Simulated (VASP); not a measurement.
Wanted: the native input for a VASP 6.6.1 run.

- Task: single point
- Functional: PBE exchange alone
- Potentials or basis: VASP PAW PBE potentials, release 64 (Si)
- Cutoff: 520 eV
- k mesh: 6 × 6 × 6
- Occupations: fermi-dirac, width 0.1 eV
- Spin: non-collinear spin, zero start, spin-orbit coupling
- Starting moments: [[0.0, 0.0, 0.0], [0.0, 0.0, 0.0]] μB
- Dipole correction: no
- Further INCAR settings: ALGO = Normal; EDIFF = 1e-06; NBANDS = 20

The structure of Si lies in POSCAR:

```
Si
1.0
    0.0000000000      2.7752343705      2.7752343705
    2.7752343705      0.0000000000      2.7752343705
    2.7752343705      2.7752343705      0.0000000000
Si
2
Direct
    0.5000000000      0.5000000000      0.5000000000
    0.7500000000      0.7500000000      0.7500000000
```

This cell differs from its parent crystal: volume scaled by 1.06.

These files were run (other wordings do the same):

INCAR

```
PREC = Accurate
ENCUT = 520
EDIFF = 1E-6
ISMEAR = -1
SIGMA = 0.1
LREAL = False
LASPH = True
NELM = 150
ALGO = Normal
ISIF = 2
LWAVE = False
LCHARG = False
MAGMOM = 0 0 0 0 0 0
LORBIT = 11
LSORBIT = True
GGA_COMPAT = False
LORBMOM = True
GGA = PE
ALDAC = 0.0
AGGAC = 0.0
NBANDS = 20
```

KPOINTS

```
regular mesh
0
Gamma
  6 6 6
```

Potentials or basis: VASP PAW PBE potentials, release 64 (Si).

Command:

```sh
$ cat potpaw_PBE.64/Si/POTCAR > POTCAR
$ mpirun -np 1 vasp_ncl > vasp.out
```

It gave:

| Quantity | Value |
| --- | --- |
| Pressure | 4.8 GPa |
| Net moment | 0.00 μB per cell |
| Valence electrons inside the program's atomic spheres | Si 1.66 |

It took 32 s on 1 thread of Intel(R) Xeon(R) Platinum 8488C (Sapphire Rapids), with other jobs on the host, peak memory 0.26 GiB.
